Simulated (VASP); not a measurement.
Here is a VASP 6.6.1 calculation.

File POSCAR:

```
Al
1.0
   -1.5116577555      1.5116577555      1.5514382228
    1.5116577555     -1.5116577555      1.5514382228
    1.5116577555      1.5116577555     -1.5514382228
Al
1
Direct
    0.0000000000      0.0000000000      0.0000000000
```

The input INCAR.step1:

```
SYSTEM = Al
ALGO = Normal ; EDIFF = 1E-4
ENCUT = 520 ; GGA = PE
ISMEAR = 0 ; LASPH = .True.
LCHARG = .False. ; LREAL = .False.
LWAVE = .True. ; NBANDS = 8
NELM = 60 ; PREC = Accurate
SIGMA = 0.15
```

File INCAR.step2:

```
SYSTEM = Al
ALGO = Normal ; EDIFF = 1E-6
ENCUT = 520 ; ISIF = 2
ISMEAR = 0 ; ISTART = 1
LASPH = .True. ; LCHARG = .True.
LELF = .True. ; LMIXTAU = .True.
LREAL = .False. ; LVHAR = .True.
LWAVE = .False. ; METAGGA = R2SCAN
NBANDS = 8 ; NELM = 60
PREC = Accurate ; SIGMA = 0.15
```

Contents of KPOINTS:

```
k-points
0
Gamma
  20 20 20
  0 0 0
```

Potentials or basis: VASP PAW PBE potentials, release 64 (Al).

Command:

```console
$ cat potpaw_PBE.64/Al/POTCAR > POTCAR
$ cp INCAR.step1 INCAR
$ mpirun -np 1 vasp_std > vasp.out
$ cp INCAR.step2 INCAR
$ mpirun -np 1 vasp_std > vasp.out
```

(1) Predict the pressure.

Results:

(1) 14.2 GPa.

Caveat: the cell differs from its parent crystal (strain -0.050 along x and y, -0.025 along z); the PAW data sets were made with another functional, which shifts forces and pressure a little.
